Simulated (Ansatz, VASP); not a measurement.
## Cd3HgTe4 in VASP and in Ansatz

```xyz
8
Lattice="4.3778 0.0000 0.0000 0.0000 4.3778 0.0000 0.0000 0.0000 12.3822" Properties=species:S:1:pos:R:3 pbc="T T T"
Cd    0.0000    0.0000    9.2866
Cd    2.1889    2.1889    0.0000
Cd    0.0000    0.0000    3.0955
Hg    2.1889    2.1889    6.1911
Te    2.1889    0.0000   10.8344
Te    0.0000    2.1889    1.5478
Te    2.1889    0.0000    4.6433
Te    0.0000    2.1889    7.7389
```

Alike in both runs: task relaxation of cell and atoms; functional PBE; k mesh 4 × 4 × 2; occupations gaussian, width 0.1 eV; no spin polarisation.

|  | VASP | Ansatz |
| --- | --- | --- |
| version | VASP 6.6.1 | Ansatz 0.2.0 |
| potentials or method | VASP PAW PBE potentials, release 64 (Cd, Hg, Te), cutoff 600 eV | scalar-relativistic, plane waves, PAW |
| valence electrons in the cell | 72 | 144 |

|  | VASP | Ansatz | Ansatz less VASP |
| --- | --- | --- | --- |
| gap on the k mesh at the Fermi level, each at its own relaxed structure (eV) | 0.17 | 0.17 | +0.002 |
| relaxed volume (Å³/atom) | 36.45 | 36.35 | -0.107 |
| relaxed length of the cell vector where the two differ most in proportion (Å) | 13.243 | 13.143 | -0.1002 |

VASP's potentials hold 72 valence electrons a cell and Ansatz's 144, so a difference there can come from the potentials and not from the codes.

Neither program's run includes spin-orbit coupling. Noted on VASP's run: the volume moved by over 15 % at a fixed basis, so the end points are rough.
